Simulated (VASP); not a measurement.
CaReRh2O6: single point with r2SCAN

CaReRh2O6:

```
Re Rh O Ca
1.0
     0.00000    5.66816    0.00000
     5.66816    0.00000    0.00000
     2.83408    2.83408   -3.88509
Re Rh O Ca
1 2 6 1
Direct
  0.00000 0.00000 0.00000
  0.75000 0.25000 0.50000
  0.25000 0.75000 0.50000
  0.32445 0.11348 0.00000
  0.11348 0.67555 0.00000
  0.67555 0.88652 0.00000
  0.88652 0.32445 0.00000
  0.22852 0.22852 0.54295
  0.77148 0.77148 0.45705
  0.50000 0.50000 0.00000
```

```yaml
Program: VASP 6.6.1
Task: single point
Functional: r2SCAN
Potentials_or_basis: VASP PAW PBE potentials, release 64 (Re, Rh_pv, O, Ca_sv)
Cutoff: 520 eV
k_mesh: 5 × 5 × 5
Occupations: fermi-dirac, width 0.1 eV
Spin: no spin polarisation
Dipole_correction: no
Further_INCAR_settings: ALGO = Normal; EDIFF = 1e-07; NBANDS = 52
```

```json
{"Pressure": "2.2 GPa", "Largest force": "0.408 eV/Å", "Band gap on the k mesh": "zero (an odd number of electrons rules out a gap without spin polarisation)"}
```

Forces in eV/Å, atoms in the order of the input:
```
Re   0.000  0.000  0.000
Rh   0.000  0.000  0.000
Rh   0.000  0.000  0.000
O    0.096  0.338  0.000
O   -0.338  0.096  0.000
O   -0.096 -0.338  0.000
O    0.338 -0.096  0.000
O    0.000  0.000  0.408
O    0.000  0.000 -0.408
Ca   0.000  0.000  0.000
```

Stress tensor (GPa, compression positive):
```
1.92 0.00 0.00
0.00 1.92 0.00
0.00 0.00 2.90
```

Levels at points of the mesh, in eV from the Fermi level:
| k point | band 40 | band 41 | band 42 | band 43 | band 44 | band 45 |
| --- | --- | --- | --- | --- | --- | --- |
| (0.00, 0.00, 0.00) | -0.29 | -0.16 | -0.16 | 0.16 | 0.16 | 0.34 |

Wall time 9 min on 1 thread of Intel(R) Xeon(R) Platinum 8488C (Sapphire Rapids), on a shared host, peak memory 0.35 GiB.

Caveat: the PAW data sets were made with another functional, which shifts forces and pressure a little; spin-orbit coupling is left out, which moves the levels of the heavy elements; an odd number of electrons without spin polarisation forces a metal; a magnetic or distorted state may lie lower.
